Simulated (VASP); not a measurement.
# InSe in VASP: further runs

Runs on InSe. Level: PBE+D3(BJ). Tasks: relaxation of the atoms, single point.

The COD entry that gives the cell may itself be a prediction, so a difference from it is no test against experiment.

All numbers are computed with VASP 6.6.1; they aren't measurements. Logs are shortened: lines on timing, memory, paths and dates and some standing lists are left out, and cuts for length are marked.

### Step 1. The cell of the first run

The cell holds a slab with vacuum, 4 atoms: a = 4.021 Å, b = 4.021 Å, c = 25.399 Å, α = 90.00°, β = 90.00°, γ = 120.00°.

### Step 2. Relaxation of the atoms, PBE+D3(BJ)

File INCAR:

```
ALGO = Normal
DIPOL = 0.5 0.5 0.500
EDIFF = 1E-7
EDIFFG = -0.04
ENCUT = 450
GGA = PE
GGA_COMPAT = F
IBRION = 2
IDIPOL = 3
ISIF = 2
ISMEAR = 0
IVDW = 12
LASPH = T
LCHARG = F
LDIPOL = T
LREAL = F
LWAVE = F
NELM = 120
NELMDL = -8
NELMIN = 4
NSW = 60
PREC = Accurate
SIGMA = 0.05
```

File KPOINTS:

```
k-points
0
Gamma
  9 9 1
```

File POSCAR:

```
InSe
1.0
    4.0211649357      0.0000000000      0.0000000000
   -2.0105824679      3.4824309872      0.0000000000
    0.0000000000      0.0000000000     25.3989740641
Se In
2 2
Direct
    0.0000000000      0.0000000000      0.3937166901
    0.0000000000      0.0000000000      0.6062833099
    0.6666666667      0.3333333333      0.4449123252
    0.6666666667      0.3333333333      0.5550907741
```

Potentials or basis: VASP PAW PBE potentials, release 64 (Se, In_d).

On the command line:

```console
> cat potpaw_PBE.64/Se/POTCAR potpaw_PBE.64/In_d/POTCAR > POTCAR
> mpirun -np 1 vasp_std > vasp.out
```

OUTCAR:

```text
EDIFF = 1E-7
   EDIFFG = -0.04
   ENCUT = 450
   GGA = PE
   IBRION = 2
   ISIF = 2
   ISMEAR = 0
   IVDW = 12
   LASPH = T
   LREAL = F
   NELM = 120
   NELMDL = -8
   NELMIN = 4
   NSW = 60
   PREC = Accurate
 IVDW          = 12

 ion  position               nearest neighbor table
   1  0.000  0.000  0.394-   3 2.66   3 2.66   3 2.66
   2  0.000  0.000  0.606-   4 2.66   4 2.66   4 2.66
   3  0.667  0.333  0.445-   1 2.66   1 2.66   1 2.66   4 2.80
   4  0.667  0.333  0.555-   2 2.66   2 2.66   2 2.66   3 2.80

  LATTYP: Found a hexagonal cell.
 ALAT       =     4.0211649357
 C/A-ratio  =     6.3163223768

  Lattice vectors:

 A1 = (   4.0211649357,   0.0000000000,   0.0000000000)
 A2 = (  -2.0105824679,   3.4824309872,   0.0000000000)
 A3 = (   0.0000000000,   0.0000000000,  25.3989740641)

Analysis of symmetry for initial positions (statically):
=====================================================================
 Subroutine PRICEL returns:
 Original cell was already a primitive cell.

 Routine SETGRP: Setting up the symmetry group for a
 hexagonal supercell.

 Subroutine GETGRP returns: Found 12 space group operations
 (whereof 12 operations were pure point group operations)
 out of a pool of 24 trial point group operations.

The static configuration has the point symmetry D_3h.

Analysis of symmetry for dynamics (positions and initial velocities):
=====================================================================
 Subroutine PRICEL returns:
 Original cell was already a primitive cell.

 Routine SETGRP: Setting up the symmetry group for a
 hexagonal supercell.

 Subroutine GETGRP returns: Found 12 space group operations
 (whereof 12 operations were pure point group operations)
 out of a pool of 24 trial point group operations.

The dynamic configuration has the point symmetry D_3h.

 Subroutine INISYM returns: Found 12 space group operations
 (whereof 12 operations are pure point group operations),
 and found     1 'primitive' translations

----------------------------------------------------------------------------------------

                                     Primitive cell

  volume of cell :     355.6727

  direct lattice vectors                    reciprocal lattice vectors
     4.021164936  0.000000000  0.000000000     0.248684154  0.143577863  0.000000000
    -2.010582468  3.482430987  0.000000000     0.000000000  0.287155726  0.000000000
     0.000000000  0.000000000 25.398974064     0.000000000  0.000000000  0.039371669
[... 83 lines left out ...]
   POTIM  = 0.5000    time-step for ionic-motion
   TEBEG  =    0.0;   TEEND  =   0.0 temperature during run
   PSTRESS=    0.0 pullay stress
   NELECT =      38.0000    total number of electrons
   NUPDOWN=      -1.0000    fix difference up-down
   EMIN   =  10.00;   EMAX   =-10.00  energy-range for DOS
   EFERMI =   0.00;   METHOD = LEGACY
   ISMEAR =     0;   SIGMA  =   0.05  broadening in eV -4-tet -1-fermi 0-gaus
   EFERMI_NEDOS =   21; number of points for ismear=-14 and -15
   IALGO  =     38    algorithm
   IMIX   =      4    mixing-type and parameters
     AMIX     =   0.40;   BMIX     =  1.00
     AMIX_MAG =   1.60;   BMIX_MAG =  1.00
  volume/ion in A,a.u.               =      88.92       600.05
  Fermi-wavevector in a.u.,A,eV,Ry     =   0.776818  1.467973  8.210380  0.603446
  Thomas-Fermi vector in A             =   1.879375
   LORBIT       =      0    0 simple, 1 ext, 2 COOP (PROOUT), +10 PAW based schemes
   GGA     = PE    functional components
   LHFCALC =     F    Hartree Fock is set to
   AEXX    =    0.0000 exact exchange contribution
   IVDW    =    12    specifies the selected vdW correction
   LEPSILON=     F    determine dielectric tensor
   LRPA    =     F    only Hartree local field effects (RPA)
 conjugate gradient relaxation of ions
 non-spin polarized calculation
 Gauss-broadening in eV      SIGMA  =   0.05
  energy-cutoff  :      450.00
  volume of cell :      355.67
 maximum number of plane-waves:      7745
 NGX is ok and might be reduce to    28
   NGX = 13   NGY = 13   NGZ = 87

 number of electron      37.9999995 magnetization

 dipolmoment           0.000000      0.000000     -0.000471 electrons x Angstroem

 Free energy of the ion-electron system (eV)
  ---------------------------------------------------
  ext. energy  EPLUGINS =         0.00000000
  ---------------------------------------------------
  free energy    TOTEN  =       -14.20180869 eV

  energy without entropy =      -14.20180869  energy(sigma->0) =      -14.20180869

 E-fermi :  -2.7188     XC(G=0):  -3.3373

 val. band max:       -2.9443798543   @ k =   0.1111   0.1111   0.0000
 cond. band min:      -1.2971186233   @ k =   0.0000   0.0000   0.0000
 fundamental gap:      1.6472612310
 Fermi energy:        -2.7188183574

 k-point     1 :       0.0000    0.0000    0.0000
  band No.  band energies     occupation
      1     -16.9352      2.00000
      2     -16.7547      2.00000
      3     -16.7547      2.00000
      4     -16.6740      2.00000
      5     -16.6740      2.00000
      6     -16.6654      2.00000
[... 301 lines left out ...]
     22       1.1038      0.00000
     23       2.0970      0.00000

------------------------ aborting loop because EDIFF is reached ----------------------------------------

 vacuum level on the upper side and lower side of the slab       (xc-potential included)        -0.066        -0.060

 Edisp (eV)   -0.88799

 E8    (eV) :    -0.4281

  FORCE on cell =-STRESS in cart. coord.  units (eV):
  Direction    XX          YY          ZZ          XY          YZ          ZX
  --------------------------------------------------------------------------------------
  -------------------------------------------------------------------------------------
  Total       0.09202     0.09202    -0.06390    -0.00000    -0.00000     0.00000
  in kB       0.41451     0.41451    -0.28786    -0.00000    -0.00000     0.00000
  external pressure =        0.18 kB  Pullay stress =        0.00 kB

 VOLUME and BASIS-vectors are now :
 -----------------------------------------------------------------------------
  energy-cutoff  :      450.00
  volume of cell :      355.67
      direct lattice vectors                 reciprocal lattice vectors
     4.021164936  0.000000000  0.000000000     0.248684154  0.143577863  0.000000000
    -2.010582468  3.482430987  0.000000000     0.000000000  0.287155726  0.000000000
     0.000000000  0.000000000 25.398974064     0.000000000  0.000000000  0.039371669

 POSITION                                       TOTAL-FORCE (eV/Angst)
 -----------------------------------------------------------------------------------
      0.00000      0.00000     10.00000        -0.000000     -0.000000     -0.002204
      0.00000      0.00000     15.39897        -0.000000     -0.000000      0.002204
      2.01058      1.16081     11.30032         0.000000      0.000000      0.022132
      2.01058      1.16081     14.09874         0.000000      0.000000     -0.022132
 -----------------------------------------------------------------------------------
    total drift:                               -0.000000      0.000000     -0.058875

  FREE ENERGIE OF THE ION-ELECTRON SYSTEM (eV)
  ---------------------------------------------------
  free  energy   TOTEN  =       -15.0898034332 eV

  energy  without entropy=      -15.0898034332  energy(sigma->0) =      -15.08980343

 reached required accuracy - stopping structural energy minimisation

 vacuum level on the upper side and lower side of the slab         3.013         3.019
```

OSZICAR:

```text
N       E                     dE             d eps       ncg     rms          rms(c)
DAV:   1     0.294701234133E+03    0.29470E+03   -0.14604E+04   608   0.120E+03
DAV:   2     0.172764959491E+02   -0.27742E+03   -0.27353E+03   650   0.315E+02
DAV:   3    -0.136866185824E+02   -0.30963E+02   -0.30839E+02   724   0.132E+02
[... 20 lines left out ...]
DAV:  24    -0.142018075894E+02   -0.85888E-06   -0.22268E-08   423   0.603E-04    0.190E-04
DAV:  25    -0.142018081321E+02   -0.54270E-06   -0.11457E-08   465   0.518E-04    0.162E-04
DAV:  26    -0.142018084947E+02   -0.36266E-06   -0.59855E-09   437   0.315E-04    0.130E-04
DAV:  27    -0.142018086595E+02   -0.16481E-06   -0.24431E-09   430   0.191E-04    0.602E-05
DAV:  28    -0.142018086901E+02   -0.30599E-07   -0.30798E-10   360   0.132E-04
   1 F= -.15089803E+02 E0= -.15089803E+02  d E =-.150898E+02
```

It took 1.9 min on 1 thread of AMD EPYC 7R13 (Zen 3), shared host; peak memory 0.35 GiB.

What came out:

```yaml
Free_energy: -15.0898 eV
Largest_force_after_relaxing: 0.022 eV/Å
Band_gap_on_the_k_mesh: 1.65 eV, indirect (least direct gap 1.72 eV)
Dispersion_energy_per_atom: -0.222 eV
```

Forces in eV/Å, atoms in the order of the input:
```
Se   0.000  0.000 -0.002
Se   0.000  0.000  0.002
In   0.000  0.000  0.022
In   0.000  0.000 -0.022
```

Final structure:
```xyz
4
Lattice="4.0212 0.0000 0.0000 -2.0106 3.4824 0.0000 0.0000 0.0000 25.3990" Properties=species:S:1:pos:R:3 pbc="T T T"
Se    0.0000    0.0000   10.0000
Se    0.0000    0.0000   15.3990
In    2.0106    1.1608   11.3003
In    2.0106    1.1608   14.0987
```

Caveat: the relaxation stopped at its first step, so nothing moved; spin-orbit coupling is left out, which moves the levels of the heavy elements.

### Step 3. Single point, PBE+D3(BJ)

File INCAR:

```
ALGO = Normal
DIPOL = 0.5 0.5 0.500
EDIFF = 1E-6
ENCUT = 400
GGA = PE
GGA_COMPAT = False
IDIPOL = 3
ISIF = 2
ISMEAR = 0
IVDW = 12
LASPH = True
LCHARG = False
LDIPOL = True
LREAL = False
LWAVE = False
NBANDS = 27
NELM = 120
NELMDL = -8
PREC = Accurate
SIGMA = 0.05
```

File KPOINTS:

```
k-points
0
Gamma
  24 24 1
```

POSCAR is that of step 2.

Potentials or basis: VASP PAW PBE potentials, release 64 (Se, In_d).

On the command line:

```console
> cat potpaw_PBE.64/Se/POTCAR potpaw_PBE.64/In_d/POTCAR > POTCAR
> mpirun -np 1 vasp_std > vasp.out
```

OUTCAR:

```text
EDIFF = 1E-6
   ENCUT = 400
   GGA = PE
   ISIF = 2
   ISMEAR = 0
   IVDW = 12
   LASPH = True
   LREAL = False
   NELM = 120
   NELMDL = -8
   PREC = Accurate
 IVDW          = 12

 ion  position               nearest neighbor table
   1  0.000  0.000  0.394-   3 2.66   3 2.66   3 2.66
   2  0.000  0.000  0.606-   4 2.66   4 2.66   4 2.66
   3  0.667  0.333  0.445-   1 2.66   1 2.66   1 2.66   4 2.80
   4  0.667  0.333  0.555-   2 2.66   2 2.66   2 2.66   3 2.80

  LATTYP: Found a hexagonal cell.
 ALAT       =     4.0211649357
 C/A-ratio  =     6.3163223768

  Lattice vectors:

 A1 = (   4.0211649357,   0.0000000000,   0.0000000000)
 A2 = (  -2.0105824679,   3.4824309872,   0.0000000000)
 A3 = (   0.0000000000,   0.0000000000,  25.3989740641)

Analysis of symmetry for initial positions (statically):
=====================================================================
 Subroutine PRICEL returns:
 Original cell was already a primitive cell.

 Routine SETGRP: Setting up the symmetry group for a
 hexagonal supercell.

 Subroutine GETGRP returns: Found 12 space group operations
 (whereof 12 operations were pure point group operations)
 out of a pool of 24 trial point group operations.

The static configuration has the point symmetry D_3h.

Analysis of symmetry for dynamics (positions and initial velocities):
=====================================================================
 Subroutine PRICEL returns:
 Original cell was already a primitive cell.

 Routine SETGRP: Setting up the symmetry group for a
 hexagonal supercell.

 Subroutine GETGRP returns: Found 12 space group operations
 (whereof 12 operations were pure point group operations)
 out of a pool of 24 trial point group operations.

The dynamic configuration has the point symmetry D_3h.

 Subroutine INISYM returns: Found 12 space group operations
 (whereof 12 operations are pure point group operations),
[... 123 lines left out ...]
  Thomas-Fermi vector in A             =   1.879375
   LORBIT       =      0    0 simple, 1 ext, 2 COOP (PROOUT), +10 PAW based schemes
   GGA     = PE    functional components
   LHFCALC =     F    Hartree Fock is set to
   AEXX    =    0.0000 exact exchange contribution
   IVDW    =    12    specifies the selected vdW correction
   LEPSILON=     F    determine dielectric tensor
   LRPA    =     F    only Hartree local field effects (RPA)
 non-spin polarized calculation
 Gauss-broadening in eV      SIGMA  =   0.05
  energy-cutoff  :      400.00
  volume of cell :      355.67
 maximum number of plane-waves:      6563
 NGX is ok and might be reduce to    28
   NGX = 13   NGY = 13   NGZ = 83

 number of electron      37.9999972 magnetization

 dipolmoment           0.000000      0.000000     -0.000470 electrons x Angstroem

 Free energy of the ion-electron system (eV)
  ---------------------------------------------------
  ext. energy  EPLUGINS =         0.00000000
  ---------------------------------------------------
  free energy    TOTEN  =       -14.20127860 eV

  energy without entropy =      -14.20127860  energy(sigma->0) =      -14.20127860

 E-fermi :  -2.6853     XC(G=0):  -3.3571

 val. band max:       -2.9412867204   @ k =   0.0833   0.0833   0.0000
 cond. band min:      -1.2975305373   @ k =   0.0000   0.0000   0.0000
 fundamental gap:      1.6437561831
 Fermi energy:        -2.6853146450

 k-point     1 :       0.0000    0.0000    0.0000
  band No.  band energies     occupation
      1     -16.9347      2.00000
      2     -16.7542      2.00000
      3     -16.7542      2.00000
      4     -16.6735      2.00000
      5     -16.6735      2.00000
      6     -16.6649      2.00000
[... 709 lines left out ...]
     26       4.4671      0.00000
     27       4.9107      0.00000

 [... further k-points ...]

------------------------ aborting loop because EDIFF is reached ----------------------------------------

 vacuum level on the upper side and lower side of the slab       (xc-potential included)        -0.183        -0.177

 Edisp (eV)   -0.88799

 E8    (eV) :    -0.4281

  FORCE on cell =-STRESS in cart. coord.  units (eV):
  Direction    XX          YY          ZZ          XY          YZ          ZX
  --------------------------------------------------------------------------------------
  -------------------------------------------------------------------------------------
  Total       0.05206     0.05206    -0.10130    -0.00000     0.00000     0.00000
  in kB       0.23452     0.23452    -0.45630    -0.00000     0.00000     0.00000
  external pressure =        0.00 kB  Pullay stress =        0.00 kB

 VOLUME and BASIS-vectors are now :
 -----------------------------------------------------------------------------
  energy-cutoff  :      400.00
  volume of cell :      355.67
      direct lattice vectors                 reciprocal lattice vectors
     4.021164936  0.000000000  0.000000000     0.248684154  0.143577863  0.000000000
    -2.010582468  3.482430987  0.000000000     0.000000000  0.287155726  0.000000000
     0.000000000  0.000000000 25.398974064     0.000000000  0.000000000  0.039371669

 POSITION                                       TOTAL-FORCE (eV/Angst)
 -----------------------------------------------------------------------------------
      0.00000      0.00000     10.00000         0.000000     -0.000000     -0.002010
      0.00000      0.00000     15.39897         0.000000     -0.000000      0.002010
      2.01058      1.16081     11.30032        -0.000000      0.000000      0.022945
      2.01058      1.16081     14.09874        -0.000000      0.000000     -0.022945
 -----------------------------------------------------------------------------------
    total drift:                               -0.000000      0.000000     -0.058694

  FREE ENERGIE OF THE ION-ELECTRON SYSTEM (eV)
  ---------------------------------------------------
  free  energy   TOTEN  =       -15.0892733398 eV

  energy  without entropy=      -15.0892733398  energy(sigma->0) =      -15.08927334

 vacuum level on the upper side and lower side of the slab         2.883         2.889
```

OSZICAR:

```text
N       E                     dE             d eps       ncg     rms          rms(c)
DAV:   1     0.281423406074E+03    0.28142E+03   -0.13880E+04  3654   0.945E+02
DAV:   2     0.164802919453E+02   -0.26494E+03   -0.25986E+03  3869   0.267E+02
DAV:   3    -0.136028511707E+02   -0.30083E+02   -0.29892E+02  4244   0.115E+02
[... 15 lines left out ...]
DAV:  19    -0.142012462750E+02   -0.25991E-04   -0.13833E-06  3335   0.524E-03    0.146E-03
DAV:  20    -0.142012660689E+02   -0.19794E-04   -0.45030E-07  2920   0.317E-03    0.818E-04
DAV:  21    -0.142012740675E+02   -0.79986E-05   -0.16360E-07  3040   0.200E-03    0.469E-04
DAV:  22    -0.142012778055E+02   -0.37380E-05   -0.19216E-07  2839   0.224E-03    0.283E-04
DAV:  23    -0.142012785966E+02   -0.79116E-06   -0.26102E-08  2837   0.105E-03
   1 F= -.15089273E+02 E0= -.15089273E+02  d E =-.749308E-14
```

stdout:

```text
POSCAR found type information on POSCAR SeIn
 POSCAR found :  2 types and       4 ions
 scaLAPACK will be used
 LDA part: xc-table for (Slater+PW92), standard interpolation
 POSCAR, INCAR and KPOINTS ok, starting setup
 FFT: planning ... GRIDC
 FFT: planning ... GRID_SOFT
 FFT: planning ... GRID
 WAVECAR not read
 entering main loop
```

Run time: 11 min. Hardware: 1 thread of Intel Xeon Platinum 8259CL at 2.50GHz (Skylake/Cascade Lake), shared host; peak memory 0.57 GiB.

What came out:

```yaml
Free_energy: -15.0893 eV
Largest_force: 0.023 eV/Å
Band_gap_on_the_k_mesh: 1.64 eV, indirect (least direct gap 1.72 eV)
Dispersion_energy_per_atom: -0.222 eV
```

Forces in eV/Å, atoms in the order of the input:
```
Se   0.000  0.000 -0.002
Se   0.000  0.000  0.002
In   0.000  0.000  0.023
In   0.000  0.000 -0.023
```

Caveat: spin-orbit coupling is left out, which moves the levels of the heavy elements.
